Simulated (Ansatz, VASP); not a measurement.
## Two plane-wave programs on SiMo6

```
CELL_PARAMETERS angstrom
6.01589 0.00000 0.00000
0.00000 6.01589 0.00000
0.00000 0.00000 6.01589
ATOMIC_POSITIONS crystal
Si 0.00000 0.00000 0.00000
Mo 0.20021 0.50000 0.50000
Mo 0.50000 0.20021 0.50000
Mo 0.79979 0.50000 0.50000
Mo 0.50000 0.79979 0.50000
Mo 0.50000 0.50000 0.20021
Mo 0.50000 0.50000 0.79979
```

Change from the starting cell: species swapped into the LaB6 type (Pm-3m, No. 221).

Alike in both runs: functional PBE; k mesh 6 × 6 × 6; occupations gaussian, width 0.1 eV; no spin polarisation.

Ansatz relaxed the structure, and its values are those at the end. VASP's run is a single point on that final structure, the one shown.

|  | VASP | Ansatz |
| --- | --- | --- |
| version | VASP 6.6.1 | Ansatz 0.2.0 |
| potentials or method | VASP PAW PBE potentials, release 64 (Si, Mo_sv), cutoff 520 eV | scalar-relativistic, plane waves, PAW |
| valence electrons in the cell | 88 | 88 |

Ansatz gave:

| Property | Result |
| --- | --- |
| gap on the k mesh at the Fermi level (eV) | none |
| pressure (GPa) | 0.0 |
| rms of the force components (eV/Å) | 0.002 |

Problem. What did VASP give for the same quantities?

Solution. gap on the k mesh at the Fermi level (eV): none; pressure (GPa): 0.2; rms of the force components (eV/Å): 0.006.

A gap of «none» marks a metal or a gap that the smearing closes. With one functional, cell and mesh, what is left measures potentials, basis and numerics.
